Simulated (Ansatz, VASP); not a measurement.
**Si3Te in VASP and in Ansatz**

Contents of INCAR:

```
SYSTEM = Si3Te
PREC = Accurate
ENCUT = 600
EDIFF = 1E-6
ISMEAR = 0
SIGMA = 0.1
LREAL = .False.
LASPH = .True.
NELM = 100
ALGO = Normal
ISIF = 3
LWAVE = .False.
LCHARG = .False.
GGA = PE
IBRION = 2
NSW = 100
EDIFFG = -0.01
```

File KPOINTS:

```
Automatic mesh
0
Gamma
  12 12 18
  0 0 0
```

POSCAR

```
Si3Te
1.0
    5.9185935468      0.0000000000      0.0000000000
   -2.9592967734      5.1256523662      0.0000000000
    0.0000000000      0.0000000000      2.6414368954
Si Te
3 1
Direct
    0.5000000000      0.0000000000      0.5000000000
    0.0000000000      0.5000000000      0.5000000000
    0.5000000000      0.5000000000      0.5000000000
    0.0000000000      0.0000000000      0.5000000000
```

Input for Ansatz:

```yaml
crystal:
  lattice:
    - [5.9185935468, 0.0, 0.0]
    - [-2.9592967734, 5.1256523662, 0.0]
    - [0.0, 0.0, 2.6414368954]
  atoms:
    - { symbol: Si, position: [0.5, 0.0, 0.5] }
    - { symbol: Si, position: [0.0, 0.5, 0.5] }
    - { symbol: Si, position: [0.5, 0.5, 0.5] }
    - { symbol: Te, position: [0.0, 0.0, 0.5] }
basis:
  ecutwfc: 420
kpoints:
  mp_grid: { grid: [12, 12, 18] }
hamiltonian:
  xc: pbe
scf:
  occupations: { method: gaussian, width: 0.1 }
output:
  forces: true
  stress: true
  eigenvalues: true
  write_density: true
  write_potential: true
  elf: true
  volumetric_format: npy
relax:
  adjacent_minimum: "off"
  f_tol: 0.01
  max_steps: 80
  cell: { stress_tol: 0.05 }
```

Alike in both runs: task relaxation of cell and atoms; functional PBE; k mesh 12 × 12 × 18; occupations gaussian, width 0.1 eV; no spin polarisation.

|  | VASP | Ansatz |
| --- | --- | --- |
| version | VASP 6.6.1 | Ansatz 0.2.0 |
| potentials or method | VASP PAW PBE potentials, release 64 (Si, Te), cutoff 600 eV | scalar-relativistic, plane waves, PAW |
| valence electrons in the cell | 18 | 28 |

```csv
,VASP,Ansatz,Ansatz less VASP
"gap on the k mesh at the Fermi level, each at its own relaxed structure (eV)",none,none,-
relaxed volume (Å³/atom),19.98,19.98,-0.007
relaxed length of the cell vector where the two differ most in proportion (Å),5.776,5.774,-0.0013
```

A gap of «none» marks a metal or a gap that the smearing closes. VASP's potentials hold 18 valence electrons a cell and Ansatz's 28, so a difference there can come from the potentials and not from the codes.

Neither program's run includes spin-orbit coupling.
